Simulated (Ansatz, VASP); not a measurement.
# Cs2AgBiBr6: VASP beside Ansatz

```
Bi Cs Ag Br
1.0
     0.00000    5.61610    5.61610
     5.61610    0.00000    5.61610
     5.61610    5.61610    0.00000
Bi Cs Ag Br
1 2 1 6
Direct
  0.00000 0.00000 0.00000
  0.75000 0.75000 0.75000
  0.25000 0.25000 0.25000
  0.50000 0.50000 0.50000
  0.74945 0.74945 0.25055
  0.25055 0.25055 0.74945
  0.74945 0.25055 0.25055
  0.74945 0.25055 0.74945
  0.25055 0.74945 0.74945
  0.25055 0.74945 0.25055
```

Alike in both runs: functional LDA; k mesh 4 × 4 × 4; occupations fermi-dirac, width 0.05 eV; no spin polarisation; Hubbard terms Ag d U = 8.0 eV.

|  | VASP | Ansatz |
| --- | --- | --- |
| version | VASP 6.6.1 | Ansatz 0.2.0 |
| potentials or method | VASP PAW LDA potentials, release 64 (Bi_d, Cs_sv, Ag_sv_GW, Br) | Ansatz PAW |
| plane-wave cutoff (eV) | 630 | 420 |
| valence electrons in the cell | 94 | 94 |
| task | single point | band structure |

```tsv
	VASP	Ansatz	Ansatz less VASP
gap on the k mesh at the Fermi level (eV)	1.53	1.55	+0.025
least direct gap on the mesh (eV)	2.59	2.52	-0.069
pressure (GPa)	-1.2	-1.2	+0.05
rms of the force components (eV/Å)	0.106	0.068	-0.0379
```

LDA's correlation is that of Perdew and Zunger in VASP and of Perdew and Wang (1992) in Ansatz. The programs project onto different local orbitals, so the same U acts differently, and such runs can settle in different states. Atom by atom the forces differ by 0.038 eV/Å (rms over components).

Spin-orbit coupling is off throughout.
